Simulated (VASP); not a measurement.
Write the native input for VASP 6.6.1 that does the following.

```
Task                    : density of states
Functional              : PBE
Potentials or basis     : VASP PAW PBE potentials, release 64 (Pd)
Cutoff                  : 520 eV
k mesh                  : 16 × 16 × 16
Occupations             : fermi-dirac, width 0.1 eV
Spin                    : no spin polarisation
Dipole correction       : no
k mesh for the DOS      : 24 × 24 × 24
Occupations for the DOS : tetrahedron
Further INCAR settings  : ALGO = Normal; EDIFF = 1e-06; NBANDS = 11
```

The system is Pd.

```
CELL_PARAMETERS angstrom
0.00000 1.81625 1.81625
1.81625 0.00000 1.81625
1.81625 1.81625 0.00000
ATOMIC_POSITIONS crystal
Pd 0.00000 0.00000 0.00000
```

This cell differs from its parent crystal: volume scaled by 0.78.

One way to write it, as run:

POSCAR

```
Pd
1.0
    0.0000000000      1.8162469649      1.8162469649
    1.8162469649      0.0000000000      1.8162469649
    1.8162469649      1.8162469649      0.0000000000
Pd
1
Direct
    0.0000000000      0.0000000000      0.0000000000
```

INCAR.step1

```
PREC = Accurate
ENCUT = 520
EDIFF = 1E-6
ISMEAR = -1
SIGMA = 0.1
LREAL = F
LASPH = T
NELM = 60
ALGO = Normal
ISIF = 2
LWAVE = F
LCHARG = T
LMAXMIX = 4
GGA = PE
NBANDS = 11
```

KPOINTS.step1

```
regular mesh
0
Gamma
  16 16 16
```

INCAR.step2

```
PREC = Accurate
ENCUT = 520
EDIFF = 1E-6
ISMEAR = -5
SIGMA = 0.1
LREAL = F
LASPH = T
NELM = 60
ALGO = Normal
ISIF = 2
LWAVE = F
LCHARG = F
LMAXMIX = 4
GGA = PE
LORBIT = 11
NBANDS = 11
NEDOS = 2001
ICHARG = 11
```

KPOINTS.step2

```
regular mesh
0
Gamma
  24 24 24
```

Potentials or basis: VASP PAW PBE potentials, release 64 (Pd).

Launch:

```sh
$ cat potpaw_PBE.64/Pd/POTCAR > POTCAR
$ cp INCAR.step1 INCAR
$ cp KPOINTS.step1 KPOINTS
$ mpirun -np 1 vasp_std > vasp.out
$ cp INCAR.step2 INCAR
$ cp KPOINTS.step2 KPOINTS
$ mpirun -np 1 vasp_std > vasp.out
```

It took 69 s on 1 thread of Intel Xeon 8259CL, with other jobs on the host, peak memory 0.17 GiB.
